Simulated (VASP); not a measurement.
# Al4Te (P4/mmm) in VASP: density of states with PBE

Aim: the density of states of Al4Te with PBE.

Everything below comes from runs of VASP 6.6.1. Logs are shortened: lines on timing, memory, paths and dates and some standing lists are left out, and cuts for length are marked.

## 1. The cell of the first run

It takes space group P4/mmm (No. 123, tetragonal). Conventional cell: a = 3.435 Å, b = 3.435 Å, c = 9.182 Å, α = 90.00°, β = 90.00°, γ = 90.00°. Within 3.5 Å of Al (site symmetry 4mm) lie 9 Al at 2.63 to 3.43 Å and 1 Te at 3.27 Å. Within 3.7 Å of Al (site symmetry 4mm) lie 9 Al at 2.82 to 3.67 Å and 4 Te at 3.04 Å. Te (site symmetry 4/mmm) has 10 Al at 3.04 to 3.27 Å and 4 Te at 3.43 Å within 4.0 Å.

## 2. Density of states, PBE

POSCAR reads:

```
Al4Te
1.0
    3.4347394152      0.0000000000      0.0000000000
    0.0000000000      3.4347394152      0.0000000000
    0.0000000000      0.0000000000      9.1816355063
Al Te
4 1
Direct
    0.0000000000      0.0000000000      0.3565787760
    0.0000000000      0.0000000000      0.6434212240
    0.5000000000      0.5000000000      0.1998360514
    0.5000000000      0.5000000000      0.8001639486
    0.0000000000      0.0000000000      0.0000000000
```

INCAR.step1 reads:

```
ALGO     = Normal         # electronic algorithm
EDIFF    = 1E-6           # SCF threshold, eV
ENCUT    = 520            # plane-wave cutoff, eV
GGA      = PE             # functional
ISIF     = 2              # what is computed and relaxed
ISMEAR   = 0              # smearing method
LASPH    = T              # aspherical terms in the spheres
LCHARG   = T              # write CHGCAR
LREAL    = F              # projectors in reciprocal space
LWAVE    = F              # write WAVECAR
NBANDS   = 17             # bands
NELM     = 100            # most SCF steps
PREC     = Accurate       # precision mode
SIGMA    = 0.1            # smearing width, eV
```

KPOINTS.step1 reads:

```
k-points
0
Gamma
  10 10 6
```

INCAR.step2 reads:

```
ALGO     = Normal         # electronic algorithm
EDIFF    = 1E-6           # SCF threshold, eV
ENCUT    = 520            # plane-wave cutoff, eV
GGA      = PE             # functional
ICHARG   = 11             # starting density
ISIF     = 2              # what is computed and relaxed
ISMEAR   = -5             # smearing method
LASPH    = T              # aspherical terms in the spheres
LCHARG   = F              # write CHGCAR
LORBIT   = 11             # projections on sites
LREAL    = F              # projectors in reciprocal space
LWAVE    = F              # write WAVECAR
NBANDS   = 17             # bands
NEDOS    = 1001           # points of the DOS
NELM     = 100            # most SCF steps
PREC     = Accurate       # precision mode
SIGMA    = 0.1            # smearing width, eV
```

KPOINTS.step2 reads:

```
k-points
0
Gamma
  15 15 9
```

Potentials or basis: VASP PAW PBE potentials, release 64 (Al, Te).

Launch:

```sh
$ cat potpaw_PBE.64/Al/POTCAR potpaw_PBE.64/Te/POTCAR > POTCAR
$ cp INCAR.step1 INCAR
$ cp KPOINTS.step1 KPOINTS
$ mpirun -np 1 vasp_std > vasp.out
$ cp INCAR.step2 INCAR
$ cp KPOINTS.step2 KPOINTS
$ mpirun -np 1 vasp_std > vasp.out
```

OUTCAR:

```text
EDIFF = 1E-6
   ENCUT = 520
   GGA = PE
   ICHARG = 11
   ISIF = 2
   ISMEAR = -5
   LASPH = T
   LORBIT = 11
   LREAL = F
   NELM = 100
   PREC = Accurate

 ion  position               nearest neighbor table
   1  0.000  0.000  0.357-   2 2.63   3 2.82   3 2.82   3 2.82   3 2.82   5 3.27
   2  0.000  0.000  0.643-   1 2.63   4 2.82   4 2.82   4 2.82   4 2.82   5 3.27
   3  0.500  0.500  0.200-   1 2.82   1 2.82   1 2.82   1 2.82   5 3.04   5 3.04   5 3.04   5 3.04

   4  0.500  0.500  0.800-   2 2.82   2 2.82   2 2.82   2 2.82   5 3.04   5 3.04   5 3.04   5 3.04

   5  0.000  0.000  0.000-   3 3.04   4 3.04   3 3.04   4 3.04   3 3.04   4 3.04   3 3.04   4 3.04
                             1 3.27   2 3.27

  LATTYP: Found a simple tetragonal cell.
 ALAT       =     3.4347394152
 C/A-ratio  =     2.6731680039

  Lattice vectors:

 A1 = (   3.4347394152,   0.0000000000,   0.0000000000)
 A2 = (   0.0000000000,   3.4347394152,   0.0000000000)
 A3 = (   0.0000000000,   0.0000000000,   9.1816355063)

Analysis of symmetry for initial positions (statically):
=====================================================================
 Subroutine PRICEL returns:
 Original cell was already a primitive cell.

 Routine SETGRP: Setting up the symmetry group for a
 simple tetragonal supercell.

 Subroutine GETGRP returns: Found 16 space group operations
 (whereof 16 operations were pure point group operations)
 out of a pool of 16 trial point group operations.

The static configuration has the point symmetry D_4h.

Analysis of symmetry for dynamics (positions and initial velocities):
=====================================================================
 Subroutine PRICEL returns:
 Original cell was already a primitive cell.

 Routine SETGRP: Setting up the symmetry group for a
 simple tetragonal supercell.

 Subroutine GETGRP returns: Found 16 space group operations
 (whereof 16 operations were pure point group operations)
 out of a pool of 16 trial point group operations.

The dynamic configuration has the point symmetry D_4h.

 Subroutine INISYM returns: Found 16 space group operations
 (whereof 16 operations are pure point group operations),
 and found     1 'primitive' translations

----------------------------------------------------------------------------------------

                                     Primitive cell

  volume of cell :     108.3197

  direct lattice vectors                    reciprocal lattice vectors
     3.434739415  0.000000000  0.000000000     0.291142902  0.000000000  0.000000000
     0.000000000  3.434739415  0.000000000     0.000000000  0.291142902  0.000000000
     0.000000000  0.000000000  9.181635506     0.000000000  0.000000000  0.108913058

  length of vectors
     3.434739415  3.434739415  9.181635506     0.291142902  0.291142902  0.108913058

  position of ions in fractional coordinates (direct lattice)
     0.000000000  0.000000000  0.356578776
     0.000000000  0.000000000  0.643421224
     0.500000000  0.500000000  0.199836051
     0.500000000  0.500000000  0.800163949
     0.000000000  0.000000000  0.000000000

  ion indices of the primitive-cell ions
   primitive index   ion index
                 1           1
                 2           2
                 3           3
                 4           4
                 5           5

----------------------------------------------------------------------------------------

 KPOINTS: k-points

Automatic generation of k-mesh.
 Grid dimensions read from file:
 generate k-points for:   15   15    9

 Generating k-lattice:

  Cartesian coordinates                     Fractional coordinates (reciprocal lattice)
     0.019409527  0.000000000  0.000000000     0.066666667  0.000000000  0.000000000
     0.000000000  0.019409527  0.000000000     0.000000000  0.066666667  0.000000000
     0.000000000  0.000000000  0.012101451     0.000000000  0.000000000  0.111111111

  Length of vectors
     0.019409527  0.019409527  0.012101451

  Shift w.r.t. Gamma in fractional coordinates (k-lattice)
     0.000000000  0.000000000  0.000000000

 TETIRR: Found   3013 inequivalent tetrahedra from    12150

 Subroutine IBZKPT returns following result:
 ===========================================

 Found    180 irreducible k-points:

 Following reciprocal coordinates:
            Coordinates               Weight
  0.000000  0.000000  0.000000      1.000000
  0.066667  0.000000  0.000000      4.000000
  0.133333  0.000000  0.000000      4.000000
  0.200000  0.000000  0.000000      4.000000
  0.266667  0.000000  0.000000      4.000000
  0.333333  0.000000  0.000000      4.000000
[... 16 lines left out ...]
  0.266667  0.200000  0.000000      8.000000
  0.333333  0.200000  0.000000      8.000000
 [... further k-points ...]
   k-points           NKPTS =    180   k-points in BZ     NKDIM =    180   number of bands    NBANDS=     17
   number of dos      NEDOS =   1001   number of ions     NIONS =      5
   total plane-waves  NPLWV =  54880
   dimension x,y,z NGX =    28 NGY =   28 NGZ =   70
   dimension x,y,z NGXF=    56 NGYF=   56 NGZF=  140
   ions per type =               4   1
   NGX,Y,Z   is equivalent  to a cutoff of  13.55, 13.55, 12.67 a.u.
   NGXF,Y,Z  is equivalent  to a cutoff of  27.10, 27.10, 25.35 a.u.
 SYSTEM =  unknown system
   PREC   = accura    normal or accurate (medium, high low for compatibility)
   ISTART =      0    job   : 0-new  1-cont  2-samecut
   ICHARG =     11    charge: 1-file 2-atom 10-const
   ISPIN  =      1    spin polarized calculation?
   LNONCOLLINEAR =      F non collinear calculations
   LSORBIT =      F    spin-orbit coupling
   LASPH  =      T    aspherical Exc in radial PAW
   ENCUT  =  520.0 eV  38.22 Ry    6.18 a.u.   6.39  6.39 17.07*2*pi/ulx,y,z
   NELM   =    100;   NELMIN=  2; NELMDL=  0     # of ELM steps
   EDIFF  = 0.1E-05   stopping-criterion for ELM
   LREAL  =      F    real-space projection
   EDIFFG = 0.1E-04   stopping-criterion for IOM
   NSW    =      0    number of steps for IOM
   IBRION =     -1    ionic relax: 0-MD 1-quasi-New 2-CG
   NFREE  =      0    steps in history (QN), initial steepest desc. (CG)
   ISIF   =      2    stress and relaxation
   ISYM   =      2    0-nonsym 1-usesym 2-fastsym
   POTIM  = 0.5000    time-step for ionic-motion
   TEBEG  =    0.0;   TEEND  =   0.0 temperature during run
   PSTRESS=    0.0 pullay stress
   NELECT =      18.0000    total number of electrons
   NUPDOWN=      -1.0000    fix difference up-down
   EMIN   =  10.00;   EMAX   =-10.00  energy-range for DOS
   EFERMI =   0.00;   METHOD = LEGACY
   ISMEAR =    -5;   SIGMA  =   0.10  broadening in eV -4-tet -1-fermi 0-gaus
   EFERMI_NEDOS =   21; number of points for ismear=-14 and -15
   IALGO  =     38    algorithm
   IMIX   =      4    mixing-type and parameters
     AMIX     =   0.40;   BMIX     =  1.00
     AMIX_MAG =   1.60;   BMIX_MAG =  1.00
  volume/ion in A,a.u.               =      21.66       146.20
  Fermi-wavevector in a.u.,A,eV,Ry     =   0.900043  1.700834 11.021765  0.810077
  Thomas-Fermi vector in A             =   2.022951
   LORBIT       =     11    0 simple, 1 ext, 2 COOP (PROOUT), +10 PAW based schemes
   GGA     = PE    functional components
   LHFCALC =     F    Hartree Fock is set to
   AEXX    =    0.0000 exact exchange contribution
   IVDW    =     0    specifies the selected vdW correction
   LEPSILON=     F    determine dielectric tensor
   LRPA    =     F    only Hartree local field effects (RPA)
 non-spin polarized calculation
 Fermi weights with tetrahedron method with Bloechl corrections
  energy-cutoff  :      520.00
  volume of cell :      108.32
 maximum number of plane-waves:      2936
 NGX is ok and might be reduce to    28

 number of electron      17.9999999 magnetization

 Free energy of the ion-electron system (eV)
  ---------------------------------------------------
  ext. energy  EPLUGINS =         0.00000000
  ---------------------------------------------------
  free energy    TOTEN  =       -16.80914216 eV

  energy without entropy =      -16.80914216  energy(sigma->0) =      -16.80914216

 E-fermi :   6.6437     XC(G=0):  -9.5668

 val. band max:        6.8214468500   @ k =   0.2667   0.2667   0.4444
 cond. band min:       6.5627217610   @ k =   0.4000   0.2667   0.0000
 fundamental gap:     -0.2587250891
 Fermi energy:         6.6437033638

 k-point     1 :       0.0000    0.0000    0.0000
  band No.  band energies     occupation
      1      -6.8759      2.00000
      2      -2.2649      2.00000
      3      -1.5477      2.00000
      4       2.7811      2.00000
      5       3.2421      2.00000
      6       5.7360      2.00000
[... 9 lines left out ...]
     16      10.9732      0.00000
     17      11.5976      0.00000

 k-point     2 :       0.0667    0.0000    0.0000
  band No.  band energies     occupation
      1      -6.8287      2.00000
      2      -2.2094      2.00000
      3      -1.4966      2.00000
      4       2.8317      2.00000
      5       3.2510      2.00000
      6       5.1237      2.00000
[... 9 lines left out ...]
     16      11.4385      0.00000
     17      11.9298      0.00000

 k-point     3 :       0.1333    0.0000    0.0000
  band No.  band energies     occupation
      1      -6.6890      2.00000
      2      -2.0429      2.00000
      3      -1.3445      2.00000
      4       2.9806      2.00000
      5       3.1335      2.00000
      6       4.2004      2.00000
[... 392 lines left out ...]
 k-point    23 :       0.2667    0.2000    0.0000
  band No.  band energies     occupation
      1      -5.7629      2.00000
      2      -0.8889      2.00000
      3      -0.3310      2.00000
      4       1.7807      2.00000
      5       3.3507      2.00000
      6       3.8749      2.00000
[... 9 lines left out ...]
     16      11.9955      0.00000
     17      12.1874      0.00000

 k-point    24 :       0.3333    0.2000    0.0000
  band No.  band energies     occupation
      1      -5.4290      2.00000
      2      -0.4043      2.00000
      3      -0.0482      2.00000
      4       1.0347      2.00000
      5       3.5831      2.00000
      6       3.6931      2.00000
[... 9 lines left out ...]
     16      11.7835      0.00000
     17      12.0848      0.00000

 [... further k-points ...]
[... 5 lines left out ...]
  --------------------------------------------------------------------------------------
  -------------------------------------------------------------------------------------
  Total        0.0544913      0.0544913     -0.1998176      0.0000000      0.0000000      0.0000000
  in kB        0.8059902      0.8059902     -2.9555389      0.0000000      0.0000000      0.0000000
  external PRESSURE =      -0.4478528 kB  Pullay stress =       0.0000000 kB

 VOLUME and BASIS-vectors are now :
 -----------------------------------------------------------------------------
  energy-cutoff  :      520.00
  volume of cell :      108.32
      direct lattice vectors                 reciprocal lattice vectors
     3.434739415  0.000000000  0.000000000     0.291142902  0.000000000  0.000000000
     0.000000000  3.434739415  0.000000000     0.000000000  0.291142902  0.000000000
     0.000000000  0.000000000  9.181635506     0.000000000  0.000000000  0.108913058

 POSITION                                       TOTAL-FORCE (eV/Angst)
 -----------------------------------------------------------------------------------
      0.00000      0.00000      3.27398        -0.000000     -0.000000      0.016437
      0.00000      0.00000      5.90766        -0.000000     -0.000000     -0.016437
      1.71737      1.71737      1.83482        -0.000000      0.000000      0.054034
      1.71737      1.71737      7.34681         0.000000      0.000000     -0.054034
      0.00000      0.00000      0.00000        -0.000000     -0.000000     -0.000000
 -----------------------------------------------------------------------------------
    total drift:                               -0.000000     -0.000000     -0.000000

  FREE ENERGIE OF THE ION-ELECTRON SYSTEM (eV)
  ---------------------------------------------------
  free  energy   TOTEN  =       -16.8091421633 eV

  energy  without entropy=      -16.8091421633  energy(sigma->0) =      -16.80914216

 total charge

# of ion       s       p       d       tot
------------------------------------------
    1        0.469   0.291   0.000   0.761
    2        0.469   0.291   0.000   0.761
    3        0.470   0.276   0.000   0.746
    4        0.470   0.276   0.000   0.746
    5        1.409   1.882   0.078   3.369
--------------------------------------------------
tot          3.287   3.017   0.078   6.382
```

It took 2.5 min on 1 thread of Intel Xeon 6975P-C (Granite Rapids), shared host; peak memory 0.43 GiB.

What came out:

| Quantity | Value |
| --- | --- |
| Valence electrons inside the program's atomic spheres | Al 0.76, 0.75; Te 3.37 |

Caveat: spin-orbit coupling is left out, which moves the levels of the heavy elements; tetrahedron occupations give inexact forces and stress in metals.
